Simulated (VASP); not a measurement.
# TiAl3 (Pm-3m) in VASP: single point with PBEsol

Aim: the single point of TiAl3 with PBEsol.

All numbers are computed with VASP 6.6.1; they aren't measurements. Logs are shortened: lines on timing, memory, paths and dates and some standing lists are left out, and cuts for length are marked.

### Step 1. The cell of the first run

The structure is cubic, space group Pm-3m (No. 221). Conventional cell: a = 3.956 Å, b = 3.956 Å, c = 3.956 Å, α = 90.00°, β = 90.00°, γ = 90.00°. Within 3.7 Å of Ti (site symmetry m-3m) lie 12 Al at 2.80 Å. Within 3.7 Å of Al (site symmetry 4/mmm) lie 4 Ti at 2.80 Å and 8 Al at 2.80 Å.

### Step 2. Single point, PBEsol

Input file INCAR:

```
PREC = Accurate
ENCUT = 520
EDIFF = 1E-6
ISMEAR = 1
SIGMA = 0.1
LREAL = F
LASPH = T
NELM = 60
ALGO = Normal
ISIF = 2
LWAVE = F
LCHARG = T
GGA = PS
LELF = T
LVHAR = T
NBANDS = 18
```

Input file KPOINTS:

```
regular mesh
0
Gamma
  4 4 4
```

Input file POSCAR:

```
TiAl3
1.0
    3.9556710000      0.0000000000      0.0000000000
    0.0000000000      3.9556710000      0.0000000000
    0.0000000000      0.0000000000      3.9556710000
Ti Al
1 3
Direct
    0.0000000000      0.0000000000      0.0000000000
    0.5000000000      0.5000000000      0.0000000000
    0.5000000000      0.0000000000      0.5000000000
    0.0000000000      0.5000000000      0.5000000000
```

Potentials or basis: VASP PAW PBE potentials, release 64 (Ti_sv, Al).

Command:

```console
> cat potpaw_PBE.64/Ti_sv/POTCAR potpaw_PBE.64/Al/POTCAR > POTCAR
> mpirun -np 1 vasp_std > vasp.out
```

OUTCAR:

```text
PREC = Accurate
   ENCUT = 520
   EDIFF = 1E-6
   ISMEAR = 1
   LREAL = F
   LASPH = T
   NELM = 60
   ISIF = 2
   GGA = PS

 ion  position               nearest neighbor table
   1  0.000  0.000  0.000-   2 2.80   3 2.80   4 2.80   3 2.80   4 2.80   2 2.80   4 2.80   4 2.80
                             2 2.80   3 2.80   3 2.80   2 2.80
   2  0.500  0.500  0.000-   1 2.80   3 2.80   4 2.80   3 2.80   4 2.80   1 2.80   3 2.80   3 2.80
                             1 2.80   4 2.80   4 2.80   1 2.80
   3  0.500  0.000  0.500-   1 2.80   2 2.80   4 2.80   1 2.80   2 2.80   2 2.80   4 2.80   2 2.80
                             1 2.80   4 2.80   1 2.80   4 2.80
   4  0.000  0.500  0.500-   1 2.80   2 2.80   3 2.80   1 2.80   2 2.80   1 2.80   3 2.80   1 2.80
                             2 2.80   3 2.80   2 2.80   3 2.80

  LATTYP: Found a simple cubic cell.
 ALAT       =     3.9556710000

  Lattice vectors:

 A1 = (   3.9556710000,   0.0000000000,   0.0000000000)
 A2 = (   0.0000000000,   3.9556710000,   0.0000000000)
 A3 = (   0.0000000000,   0.0000000000,   3.9556710000)

Analysis of symmetry for initial positions (statically):
=====================================================================
 Subroutine PRICEL returns:
 Original cell was already a primitive cell.

 Routine SETGRP: Setting up the symmetry group for a
 simple cubic supercell.

 Subroutine GETGRP returns: Found 48 space group operations
 (whereof 48 operations were pure point group operations)
 out of a pool of 48 trial point group operations.

The static configuration has the point symmetry O_h .

Analysis of symmetry for dynamics (positions and initial velocities):
=====================================================================
 Subroutine PRICEL returns:
 Original cell was already a primitive cell.

 Routine SETGRP: Setting up the symmetry group for a
 simple cubic supercell.

 Subroutine GETGRP returns: Found 48 space group operations
 (whereof 48 operations were pure point group operations)
 out of a pool of 48 trial point group operations.

The dynamic configuration has the point symmetry O_h .

 Subroutine INISYM returns: Found 48 space group operations
 (whereof 48 operations are pure point group operations),
 and found     1 'primitive' translations

----------------------------------------------------------------------------------------

                                     Primitive cell

  volume of cell :      61.8957

  direct lattice vectors                    reciprocal lattice vectors
     3.955671000  0.000000000  0.000000000     0.252801611  0.000000000  0.000000000
     0.000000000  3.955671000  0.000000000     0.000000000  0.252801611  0.000000000
     0.000000000  0.000000000  3.955671000     0.000000000  0.000000000  0.252801611

  length of vectors
     3.955671000  3.955671000  3.955671000     0.252801611  0.252801611  0.252801611

  position of ions in fractional coordinates (direct lattice)
     0.000000000  0.000000000  0.000000000
     0.500000000  0.500000000  0.000000000
     0.500000000  0.000000000  0.500000000
     0.000000000  0.500000000  0.500000000

  ion indices of the primitive-cell ions
   primitive index   ion index
                 1           1
                 2           2
                 3           3
                 4           4

----------------------------------------------------------------------------------------

 KPOINTS: regular mesh

Automatic generation of k-mesh.
 Grid dimensions read from file:
 generate k-points for:    4    4    4

 Generating k-lattice:

  Cartesian coordinates                     Fractional coordinates (reciprocal lattice)
     0.063200403  0.000000000  0.000000000     0.250000000  0.000000000  0.000000000
     0.000000000  0.063200403  0.000000000     0.000000000  0.250000000  0.000000000
     0.000000000  0.000000000  0.063200403     0.000000000  0.000000000  0.250000000

  Length of vectors
     0.063200403  0.063200403  0.063200403

  Shift w.r.t. Gamma in fractional coordinates (k-lattice)
     0.000000000  0.000000000  0.000000000

 Subroutine IBZKPT returns following result:
 ===========================================

 Found     10 irreducible k-points:

 Following reciprocal coordinates:
            Coordinates               Weight
  0.000000  0.000000  0.000000      1.000000
  0.250000  0.000000  0.000000      6.000000
  0.500000  0.000000  0.000000      3.000000
  0.250000  0.250000  0.000000     12.000000
  0.500000  0.250000  0.000000     12.000000
  0.500000  0.500000  0.000000      3.000000
  0.250000  0.250000  0.250000      8.000000
  0.500000  0.250000  0.250000     12.000000
  0.500000  0.500000  0.250000      6.000000
  0.500000  0.500000  0.500000      1.000000
   k-points           NKPTS =     10   k-points in BZ     NKDIM =     10   number of bands    NBANDS=     18
   number of dos      NEDOS =    301   number of ions     NIONS =      4
   total plane-waves  NPLWV =  27000
   dimension x,y,z NGX =    30 NGY =   30 NGZ =   30
   dimension x,y,z NGXF=    60 NGYF=   60 NGZF=   60
   ions per type =               1   3
   NGX,Y,Z   is equivalent  to a cutoff of  12.61, 12.61, 12.61 a.u.
   NGXF,Y,Z  is equivalent  to a cutoff of  25.22, 25.22, 25.22 a.u.
 SYSTEM =  unknown system
   PREC   = accura    normal or accurate (medium, high low for compatibility)
   ISTART =      0    job   : 0-new  1-cont  2-samecut
   ICHARG =      2    charge: 1-file 2-atom 10-const
   ISPIN  =      1    spin polarized calculation?
   LNONCOLLINEAR =      F non collinear calculations
   LSORBIT =      F    spin-orbit coupling
   LASPH  =      T    aspherical Exc in radial PAW
   ENCUT  =  520.0 eV  38.22 Ry    6.18 a.u.   7.35  7.35  7.35*2*pi/ulx,y,z
   NELM   =     60;   NELMIN=  2; NELMDL= -5     # of ELM steps
   EDIFF  = 0.1E-05   stopping-criterion for ELM
   LREAL  =      F    real-space projection
   EDIFFG = 0.1E-04   stopping-criterion for IOM
   NSW    =      0    number of steps for IOM
   IBRION =     -1    ionic relax: 0-MD 1-quasi-New 2-CG
   NFREE  =      0    steps in history (QN), initial steepest desc. (CG)
   ISIF   =      2    stress and relaxation
   ISYM   =      2    0-nonsym 1-usesym 2-fastsym
   POTIM  = 0.5000    time-step for ionic-motion
   TEBEG  =    0.0;   TEEND  =   0.0 temperature during run
   PSTRESS=    0.0 pullay stress
   NELECT =      21.0000    total number of electrons
   NUPDOWN=      -1.0000    fix difference up-down
   EMIN   =  10.00;   EMAX   =-10.00  energy-range for DOS
   EFERMI =   0.00;   METHOD = LEGACY
   ISMEAR =     1;   SIGMA  =   0.10  broadening in eV -4-tet -1-fermi 0-gaus
   EFERMI_NEDOS =   21; number of points for ismear=-14 and -15
   IALGO  =     38    algorithm
   IMIX   =      4    mixing-type and parameters
     AMIX     =   0.40;   BMIX     =  1.00
     AMIX_MAG =   1.60;   BMIX_MAG =  1.00
  volume/ion in A,a.u.               =      15.47       104.42
  Fermi-wavevector in a.u.,A,eV,Ry     =   1.141812  2.157711 17.738373  1.303734
  Thomas-Fermi vector in A             =   2.278511
   LORBIT       =      0    0 simple, 1 ext, 2 COOP (PROOUT), +10 PAW based schemes
   GGA     = PS    functional components
   LHFCALC =     F    Hartree Fock is set to
   AEXX    =    0.0000 exact exchange contribution
   IVDW    =     0    specifies the selected vdW correction
   LEPSILON=     F    determine dielectric tensor
   LRPA    =     F    only Hartree local field effects (RPA)
 non-spin polarized calculation
 Methfessel and Paxton  Order N= 1 SIGMA  =   0.10
  energy-cutoff  :      520.00
  volume of cell :       61.90
 maximum number of plane-waves:      1743
 NGX is ok and might be reduce to    30
   NGX = 15   NGY = 15   NGZ = 15

 number of electron      20.9999997 magnetization

 Free energy of the ion-electron system (eV)
  ---------------------------------------------------
  ext. energy  EPLUGINS =         0.00000000
  ---------------------------------------------------
  free energy    TOTEN  =       -22.15198172 eV

  energy without entropy =      -22.15501589  energy(sigma->0) =      -22.15299311

 E-fermi :   9.2519     XC(G=0): -10.9147

 val. band max:        9.2175228527   @ k =   0.5000   0.5000   0.5000
 cond. band min:       9.3060366735   @ k =   0.2500   0.2500   0.0000
 fundamental gap:      0.0885138208
 Fermi energy:         9.2519158347

 k-point     1 :       0.0000    0.0000    0.0000
  band No.  band energies     occupation
      1     -47.6710      2.00000
      2     -24.0759      2.00000
      3     -24.0759      2.00000
      4     -24.0759      2.00000
      5      -1.7802      2.00000
      6       5.9364      2.00000
[... 10 lines left out ...]
     17      14.7517      0.00000
     18      14.7517      0.00000

 k-point     2 :       0.2500    0.0000    0.0000
  band No.  band energies     occupation
      1     -47.6706      2.00000
      2     -24.0862      2.00000
      3     -24.0751      2.00000
      4     -24.0751      2.00000
      5      -1.1794      2.00000
      6       3.3933      2.00000
[... 10 lines left out ...]
     17      13.5438      0.00000
     18      14.3781      0.00000

 k-point     3 :       0.5000    0.0000    0.0000
  band No.  band energies     occupation
      1     -47.6702      2.00000
      2     -24.0965      2.00000
      3     -24.0744      2.00000
      4     -24.0744      2.00000
      5       0.2237      2.00000
      6       1.0405      2.00000
[... 10 lines left out ...]
     17      12.1909      0.00000
     18      14.3373      0.00000

 k-point     4 :       0.2500    0.2500    0.0000
  band No.  band energies     occupation
      1     -47.6702      2.00000
      2     -24.0854      2.00000
      3     -24.0848      2.00000
      4     -24.0743      2.00000
      5      -0.5988      2.00000
      6       3.8086      2.00000
[... 81 lines left out ...]
      4     -24.0829      2.00000
      5       1.2123      2.00000
      6       2.1938      2.00000
[... 10 lines left out ...]
     17      14.0352      0.00000
     18      14.8958      0.00000

 k-point     9 :       0.5000    0.5000    0.2500
  band No.  band energies     occupation
      1     -47.6690      2.00000
      2     -24.0926      2.00000
      3     -24.0926      2.00000
      4     -24.0822      2.00000
      5       2.3063      2.00000
      6       3.2706      2.00000
[... 10 lines left out ...]
     17      12.1213      0.00000
     18      16.6358      0.00000

 k-point    10 :       0.5000    0.5000    0.5000
  band No.  band energies     occupation
      1     -47.6687      2.00000
      2     -24.0913      2.00000
      3     -24.0913      2.00000
      4     -24.0913      2.00000
      5       3.8861      2.00000
      6       3.8861      2.00000
[... 10 lines left out ...]
     17      11.8447      0.00000
     18      20.6504      0.00000

------------------------ aborting loop because EDIFF is reached ----------------------------------------

  FORCE on cell =-STRESS in cart. coord.  units (eV):
  Direction    XX          YY          ZZ          XY          YZ          ZX
  --------------------------------------------------------------------------------------
  -------------------------------------------------------------------------------------
  Total       -0.1558427     -0.1558427     -0.1558427      0.0000000      0.0000000     -0.0000000
  in kB       -4.0340052     -4.0340052     -4.0340052      0.0000000      0.0000000     -0.0000000
  external PRESSURE =      -4.0340052 kB  Pullay stress =       0.0000000 kB

 VOLUME and BASIS-vectors are now :
 -----------------------------------------------------------------------------
  energy-cutoff  :      520.00
  volume of cell :       61.90
      direct lattice vectors                 reciprocal lattice vectors
     3.955671000  0.000000000  0.000000000     0.252801611  0.000000000  0.000000000
     0.000000000  3.955671000  0.000000000     0.000000000  0.252801611  0.000000000
     0.000000000  0.000000000  3.955671000     0.000000000  0.000000000  0.252801611

 POSITION                                       TOTAL-FORCE (eV/Angst)
 -----------------------------------------------------------------------------------
      0.00000      0.00000      0.00000         0.000000      0.000000      0.000000
      1.97784      1.97784      0.00000         0.000000      0.000000      0.000000
      1.97784      0.00000      1.97784         0.000000      0.000000      0.000000
      0.00000      1.97784      1.97784         0.000000      0.000000      0.000000
 -----------------------------------------------------------------------------------
    total drift:                                0.000000     -0.000000      0.000000

  FREE ENERGIE OF THE ION-ELECTRON SYSTEM (eV)
  ---------------------------------------------------
  free  energy   TOTEN  =       -22.1519817204 eV

  energy  without entropy=      -22.1550158915  energy(sigma->0) =      -22.15299311
```

It took 14 s on 1 thread of Intel Xeon 6975P-C (Granite Rapids), shared host; peak memory 0.16 GiB.

Results:

| Property | Result |
| --- | --- |
| Free energy | -22.1520 eV |
| Pressure | -0.4 GPa |

Levels at points of the mesh, in eV from the Fermi level:
```csv
k point,band 6,band 7,band 8,band 9,band 10,band 11,band 12,band 13,band 14,band 15
"(0.00, 0.00, 0.00)",-3.32,-3.32,-2.37,-2.37,-2.37,-0.05,-0.05,-0.05,0.48,3.89
"(0.50, 0.00, 0.00)",-8.21,-2.47,-2.47,-2.41,0.20,0.53,0.53,0.74,0.79,1.14
"(0.50, 0.50, 0.00)",-6.34,-6.34,-5.26,-1.47,-1.47,0.42,0.66,0.89,0.93,3.36
"(0.50, 0.50, 0.50)",-5.37,-5.37,-5.20,-3.72,-3.72,-3.72,-0.03,1.00,1.00,2.59
```

Caveat: the k points lie up to 0.40 Å⁻¹ apart; the PAW data sets were made with another functional, which shifts forces and pressure a little.
